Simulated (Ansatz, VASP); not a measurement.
**TiO2: VASP beside Ansatz**

POSCAR

```
TiO2
1.0
    0.0000000000      2.3968272579      2.3968272579
    2.3968272579      0.0000000000      2.3968272579
    2.3968272579      2.3968272579      0.0000000000
Ti O
1 2
Direct
    0.0000000000      0.0000000000      0.0000000000
    0.2500000000      0.2500000000      0.2500000000
    0.7500000000      0.7500000000      0.7500000000
```

Contents of INCAR.step1:

```
SYSTEM = TiO2
ALGO     = Normal         ! electronic algorithm
EDIFF    = 1E-4           ! SCF threshold, eV
ENCUT    = 520            ! plane-wave cutoff, eV
GGA      = PE             ! functional
ISMEAR   = 0              ! smearing method
LASPH    = .TRUE.         ! aspherical terms in the spheres
LCHARG   = .FALSE.        ! write CHGCAR
LREAL    = .FALSE.        ! projectors in reciprocal space
LWAVE    = .TRUE.         ! write WAVECAR
NBANDS   = 19             ! bands
NELM     = 80             ! most SCF steps
PREC     = Accurate       ! precision mode
SIGMA    = 0.01           ! smearing width, eV
```

File INCAR.step2:

```
SYSTEM = TiO2
ALGO     = Normal         ! electronic algorithm
EDIFF    = 1E-7           ! SCF threshold, eV
ENCUT    = 520            ! plane-wave cutoff, eV
ISIF     = 2              ! what is computed and relaxed
ISMEAR   = 0              ! smearing method
ISTART   = 1            
LASPH    = .TRUE.         ! aspherical terms in the spheres
LCHARG   = .FALSE.        ! write CHGCAR
LMIXTAU  = .TRUE.       
LREAL    = .FALSE.        ! projectors in reciprocal space
LWAVE    = .FALSE.        ! write WAVECAR
METAGGA  = R2SCAN         ! meta-GGA
NBANDS   = 19             ! bands
NELM     = 80             ! most SCF steps
PREC     = Accurate       ! precision mode
SIGMA    = 0.01           ! smearing width, eV
```

File KPOINTS:

```
k-points
0
G
  6 6 6
  0 0 0
```

Input for Ansatz:

```yaml
crystal:
  lattice:
    - [0.0, 2.3968272579, 2.3968272579]
    - [2.3968272579, 0.0, 2.3968272579]
    - [2.3968272579, 2.3968272579, 0.0]
  atoms:
    - { symbol: Ti, position: [0.0, 0.0, 0.0] }
    - { symbol: O, position: [0.25, 0.25, 0.25] }
    - { symbol: O, position: [0.75, 0.75, 0.75] }
kpoints:
  mp_grid: { grid: [6, 6, 6] }
hamiltonian:
  xc: r2scan
scf:
  occupations: { method: fixed }
  n_extra_bands: 4
output:
  forces: true
  stress: true
  eigenvalues: true
```

Alike in both runs: task single point; functional r2SCAN; k mesh 6 × 6 × 6; no spin polarisation.

|  | VASP | Ansatz |
| --- | --- | --- |
| version | VASP 6.6.1 | Ansatz 0.2.0 |
| potentials or method | VASP PAW PBE potentials, release 64 (Ti_sv, O) | plane waves, PAW |
| plane-wave cutoff (eV) | 520 | 500 |
| occupations | gaussian, width 0.01 eV | fixed |
| valence electrons in the cell | 24 | 24 |

```tsv
	VASP	Ansatz	Ansatz less VASP
gap on the k mesh at the Fermi level (eV)	1.54	1.51	-0.037
pressure (GPa)	1.5	0.0	-1.53
```

VASP's potentials were made for PBE, not for r2SCAN.
